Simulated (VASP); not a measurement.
Input of a VASP 6.6.1 run:

File POSCAR:

```
TaN
1.0
    3.6630404800      0.0000000000      0.0000000000
    0.0000000000      3.6630404800      0.0000000000
    0.0000000000      0.0000000000      4.5604939800
Ta N
2 2
Direct
    0.0000000000      0.5000000000      0.0000000000
    0.5000000000      0.0000000000      0.5000000000
    0.0000000000      0.0000000000      0.2500000000
    0.0000000000      0.0000000000      0.7500000000
```

File INCAR.step1:

```
PREC = Accurate ; ENCUT = 520
EDIFF = 1E-5 ; ISMEAR = -1
SIGMA = 0.05 ; LREAL = False
LASPH = True ; NELM = 80
ALGO = Normal ; ISIF = 2
LWAVE = True ; LCHARG = False
NBANDS = 24 ; GGA = PE
```

Contents of INCAR.step2:

```
PREC = Accurate ; ENCUT = 520
EDIFF = 1E-6 ; ISMEAR = -1
SIGMA = 0.05 ; LREAL = False
LASPH = True ; NELM = 80
ALGO = Normal ; ISIF = 2
LWAVE = False ; LCHARG = False
GGA = PE ; LHFCALC = True
HFSCREEN = 0.2079 ; PRECFOCK = Normal
NBANDS = 24 ; ISTART = 1
```

The input KPOINTS:

```
Automatic mesh
0
Gamma
  4 4 4
```

Potentials or basis: VASP PAW PBE potentials, release 64 (Ta_pv, N).

The run is started by

```sh
$ cat potpaw_PBE.64/Ta_pv/POTCAR potpaw_PBE.64/N/POTCAR > POTCAR
$ cp INCAR.step1 INCAR
$ mpirun -np 1 vasp_std > vasp.out
$ cp INCAR.step2 INCAR
$ mpirun -np 1 vasp_std > vasp.out
```

Task: Estimate the band gap on the k mesh.

Result: Zero (bands 16 and 17 overlap by 1.03 eV).

Task: What does it give for the pressure?

Result: -24.9 GPa.

Stress tensor (GPa, compression positive):
```
-40.07   0.00   0.00
  0.00 -40.07   0.00
  0.00   0.00   5.35
```

Caveat: the k points lie up to 0.43 Å⁻¹ apart, too coarse for converged energies and pressures of a metal; the PAW data sets were made with another functional, which shifts forces and pressure a little; spin-orbit coupling is left out, which moves the levels of the heavy elements.
